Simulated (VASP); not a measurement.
A run of VASP 6.6.1:

INCAR

```
SYSTEM = CuO
PREC = Accurate
ENCUT = 520
EDIFF = 1E-6
ISMEAR = -1
SIGMA = 0.05
LREAL = .FALSE.
LASPH = .TRUE.
NELM = 100
ALGO = Normal
ISIF = 2
LWAVE = .FALSE.
LCHARG = .TRUE.
GGA = PE
LELF = .TRUE.
LVHAR = .TRUE.
NBANDS = 16
```

The input KPOINTS:

```
Automatic mesh
0
G
  6 6 6
  0 0 0
```

Contents of POSCAR:

```
CuO
1.0
    0.0000000000      2.1165600000      2.1165600000
    2.1165600000      0.0000000000      2.1165600000
    2.1165600000      2.1165600000      0.0000000000
Cu O
1 1
Direct
    0.0294977200      0.0281008700      0.9080259900
    0.4705022800      0.4718991300      0.5919740100
```

Potentials or basis: VASP PAW PBE potentials, release 64 (Cu, O).

Command:

```console
$ cat potpaw_PBE.64/Cu/POTCAR potpaw_PBE.64/O/POTCAR > POTCAR
$ mpirun -np 1 vasp_std > vasp.out
```

Hardware: 1 thread of Intel Xeon 8259CL, on a shared host.

Estimate the wall time of this run.

It took 47 s on 1 thread of Intel Xeon 8259CL, on a shared host, peak memory 0.16 GiB. Counts: scf iterations 14, k points 112.
